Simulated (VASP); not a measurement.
A run of VASP 6.6.1 is set up as follows.

File INCAR:

```
SYSTEM = GaN
PREC     = Accurate       ! precision mode
ENCUT    = 520            ! plane-wave cutoff, eV
EDIFF    = 1E-6           ! SCF threshold, eV
ISMEAR   = 0              ! smearing method
SIGMA    = 0.02           ! smearing width, eV
LREAL    = .False.        ! projectors in reciprocal space
LASPH    = .True.         ! aspherical terms in the spheres
NELM     = 80             ! most SCF steps
ALGO     = Normal         ! electronic algorithm
ISIF     = 2              ! what is computed and relaxed
LWAVE    = .False.        ! write WAVECAR
LCHARG   = .True.         ! write CHGCAR
GGA      = PE             ! functional
LELF     = .True.         ! ELF
LVHAR    = .True.       
NBANDS   = 26             ! bands
```

File KPOINTS:

```
regular mesh
0
Gamma
  12 12 6
  0 0 0
```

The input POSCAR:

```
GaN
1.0
    3.1799996605      0.0000000000      0.0000000000
   -1.5899998303      2.7539604900      0.0000000000
    0.0000000000      0.0000000000      5.1660000000
Ga N
2 2
Direct
    0.3333333333      0.6666666667      0.0000000000
    0.6666666667      0.3333333333      0.5000000000
    0.3333333333      0.6666666667      0.3750000000
    0.6666666667      0.3333333333      0.8750000000
```

Potentials or basis: VASP PAW PBE potentials, release 64 (Ga_d, N).

Run with:

```console
$ cat potpaw_PBE.64/Ga_d/POTCAR potpaw_PBE.64/N/POTCAR > POTCAR
$ mpirun -np 1 vasp_std > vasp.out
```

(1) What does it give for the band gap on the k mesh?

(2) Estimate the largest force.

## Answers

(1) 1.97 eV, direct.

(2) 0.135 eV/Å.
